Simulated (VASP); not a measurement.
A run of VASP 6.6.1 is set up as follows.

Contents of POSCAR:

```
Al2Cu
1.0
    4.0927413368      0.0000000000      0.0000000000
    0.0000000000      4.0927413368      0.0000000000
    0.0000000000      0.0000000000      2.8499828355
Al Cu
2 1
Direct
    0.5000000000      0.0000000000      0.5000000000
    0.0000000000      0.5000000000      0.5000000000
    0.0000000000      0.0000000000      0.0000000000
```

File INCAR.step1:

```
SYSTEM = Al2Cu
ALGO     = Normal         ! electronic algorithm
EDIFF    = 1E-4           ! SCF threshold, eV
ENCUT    = 520            ! plane-wave cutoff, eV
GGA      = PE             ! functional
ISMEAR   = -1             ! smearing method
LASPH    = .True.         ! aspherical terms in the spheres
LCHARG   = .False.        ! write CHGCAR
LREAL    = .False.        ! projectors in reciprocal space
LWAVE    = .True.         ! write WAVECAR
NBANDS   = 16             ! bands
NELM     = 60             ! most SCF steps
PREC     = Accurate       ! precision mode
SIGMA    = 0.15           ! smearing width, eV
```

File INCAR.step2:

```
SYSTEM = Al2Cu
ALGO     = Normal         ! electronic algorithm
EDIFF    = 1E-7           ! SCF threshold, eV
ENCUT    = 520            ! plane-wave cutoff, eV
ISIF     = 2              ! what is computed and relaxed
ISMEAR   = -1             ! smearing method
ISTART   = 1            
LASPH    = .True.         ! aspherical terms in the spheres
LCHARG   = .False.        ! write CHGCAR
LMIXTAU  = .True.       
LREAL    = .False.        ! projectors in reciprocal space
LWAVE    = .False.        ! write WAVECAR
METAGGA  = R2SCAN         ! meta-GGA
NBANDS   = 16             ! bands
NELM     = 60             ! most SCF steps
PREC     = Accurate       ! precision mode
SIGMA    = 0.15           ! smearing width, eV
```

The input KPOINTS:

```
k-points
0
Gamma
  10 10 14
  0 0 0
```

Potentials or basis: VASP PAW PBE potentials, release 64 (Al, Cu).

The run is started by

```console
$ cat potpaw_PBE.64/Al/POTCAR potpaw_PBE.64/Cu/POTCAR > POTCAR
$ cp INCAR.step1 INCAR
$ mpirun -np 1 vasp_std > vasp.out
$ cp INCAR.step2 INCAR
$ mpirun -np 1 vasp_std > vasp.out
```

Question: Predict the band gap on the k mesh.

Answer: Zero (an odd number of electrons rules out a gap without spin polarisation).

Question: What does it give for the pressure?

Answer: -0.2 GPa.

Caveat: the PAW data sets were made with another functional, which shifts forces and pressure a little.
